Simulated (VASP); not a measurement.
# Rh: single point with r2SCAN

The system is Rh.

```
Rh
1.0
     0.00000    1.87038    1.87038
     1.87038    0.00000    1.87038
     1.87038    1.87038    0.00000
Rh
1
Direct
  0.00000 0.00000 0.00000
```

```yaml
Program: VASP 6.6.1
Task: single point
Functional: r2SCAN
Potentials_or_basis: VASP PAW PBE potentials, release 64 (Rh_pv)
Cutoff: 520 eV
k_mesh: 24 × 24 × 24
Occupations: fermi-dirac, width 0.05 eV
Spin: no spin polarisation
```

- Pressure: 16.5 GPa

Levels at points of the mesh, in eV from the Fermi level:
| k point | band 5 | band 6 | band 7 | band 8 | band 9 | band 10 |
| --- | --- | --- | --- | --- | --- | --- |
| (0.00, 0.00, 0.00) | -3.43 | -3.43 | -3.43 | -1.15 | -1.15 | 16.67 |
| (0.50, 0.00, 0.00) | -3.55 | -3.55 | 0.65 | 0.65 | 0.86 | 9.64 |
| (0.50, 0.50, 0.00) | -6.65 | 0.57 | 1.14 | 1.14 | 3.57 | 13.54 |

Wall time 95 s on 1 thread of Intel(R) Xeon(R) 6975P-C (Granite Rapids), on a shared host, peak memory 0.18 GiB.

Caveat: the PAW data sets were made with another functional, which shifts forces and pressure a little.
